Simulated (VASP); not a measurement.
Wanted: the native input for a VASP 6.6.1 run.

| Property | Result |
| --- | --- |
| Task | single point |
| Functional | PBE |
| Potentials or basis | VASP PAW PBE potentials, release 64 (Fe) |
| Cutoff | 520 eV |
| k mesh | 16 × 16 × 16 |
| Occupations | fermi-dirac, width 0.05 eV |
| Spin | collinear spin, ferromagnetic start |
| Starting moments | [3.0] μB |
| Dipole correction | no |
| Further INCAR settings | ALGO = Normal; EDIFF = 1e-07; NBANDS = 14 |

The structure of Fe lies in POSCAR:

```
Fe
1.0
    0.0000000000      1.9154967481      1.9385464314
    1.4781880421      0.0000000000      1.9385464314
    1.4781880421      1.9154967481      0.0000000000
Fe
1
Direct
    0.0000000000      0.0000000000      0.0000000000
```

One way to write it, as run:

INCAR

```
PREC = Accurate
ENCUT = 520
EDIFF = 1E-7
ISMEAR = -1
SIGMA = 0.05
LREAL = False
LASPH = True
NELM = 150
ALGO = Normal
ISIF = 2
LWAVE = False
LCHARG = False
ISPIN = 2
MAGMOM = 3
LORBIT = 11
LMAXMIX = 4
GGA = PE
NBANDS = 14
```

KPOINTS

```
Automatic mesh
0
Gamma
  16 16 16
```

Potentials or basis: VASP PAW PBE potentials, release 64 (Fe).

Launch:

```bash
$ cat potpaw_PBE.64/Fe/POTCAR > POTCAR
$ mpirun -np 1 vasp_std > vasp.out
```

Results of the run:

```yaml
Pressure: 7.6 GPa
Net_moment: 2.14 μB per cell
Site_moments: Fe +2.13 μB
Valence_electrons_inside_the_program's_atomic_spheres: Fe 7.34
```

Caveat: the stress differs along the axes, from 1 to 12 GPa.

Wall time 4.2 min on 1 thread of Intel Xeon 8259CL, with other jobs on the host, peak memory 0.25 GiB.
